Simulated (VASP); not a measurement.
A run of VASP 6.6.1 is set up as follows.

Contents of INCAR:

```
PREC = Accurate ; ENCUT = 520
EDIFF = 1E-7 ; ISMEAR = 0
SIGMA = 0.1 ; LREAL = F
LASPH = T ; NELM = 150
ALGO = Normal ; ISIF = 2
LWAVE = F ; LCHARG = F
ISPIN = 2 ; MAGMOM = 4.16 4.16 0 0
LORBIT = 11 ; LMAXMIX = 4
GGA = PE ; NBANDS = 30
```

Contents of KPOINTS:

```
regular mesh
0
Gamma
  12 12 6
```

File POSCAR:

```
MnSb
1.0
    4.0982375988      0.0000000000      0.0000000000
   -2.0491187994      3.5491778713      0.0000000000
    0.0000000000      0.0000000000      5.5964843861
Mn Sb
2 2
Direct
    0.0000000000      0.0000000000      0.0000000000
    0.0000000000      0.0000000000      0.5000000000
    0.3333333333      0.6666666667      0.2500000000
    0.6666666667      0.3333333333      0.7500000000
```

Potentials or basis: VASP PAW PBE potentials, release 64 (Mn_pv, Sb).

The run is started by

```console
$ cat potpaw_PBE.64/Mn_pv/POTCAR potpaw_PBE.64/Sb/POTCAR > POTCAR
$ mpirun -np 1 vasp_std > vasp.out
```

Q: Predict the net moment.

A: 6.40 μB per cell.

Q: Predict the pressure.

A: 0.0 GPa.
